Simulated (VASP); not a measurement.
Runs of VASP 6.6.1 on Zr. The structure is that of space group Fd-3m (No. 227), or close to it. The cells are those of the table. This isn't the form of Zr at room conditions, which is hcp.

```tsv
task	cell	gap on the mesh (eV)	pressure (GPa)
relaxation of cell and atoms	relaxed to 20 GPa from a = 4.405 Å, angles 60.0°, 2 atoms	none	20.0
single point	a = 4.279 Å, angles 60.0°, 2 atoms	none	0.1
relaxation of cell and atoms	relaxed to 30 GPa from a = 4.405 Å, angles 60.0°, 2 atoms	none	30.0
single point	a = 3.897 Å, angles 60.0°, 2 atoms	none	20.7
single point	a = 4.033 Å, angles 60.0°, 2 atoms	none	10.4
relaxation of cell and atoms	relaxed to 10 GPa from a = 4.405 Å, angles 60.0°, 2 atoms	none	10.0
relaxation of cell and atoms	relaxed from a = 4.405 Å, angles 60.0°, 2 atoms	none	0.0
single point	a = 3.809 Å, angles 60.0°, 2 atoms	none	(a)
```

Alike in all rows: level LDA; potentials or basis VASP PAW LDA potentials, release 64 (Zr_sv); no spin polarisation; k mesh 11 × 11 × 11; cutoff (eV) 500; smearing fermi-dirac 0.05 eV.

Problem. Fill in the values left out.

Solution. (a) 31.0.

Caveats: the cell is relaxed towards a set pressure, so the run minimises the enthalpy, not the energy (at least some runs); the cell stands under pressure (at least some runs).

A k mesh can miss the band edges, and the runs leave out spin-orbit coupling on Zr.

A gap of «none» marks levels without a gap at the run's occupations.
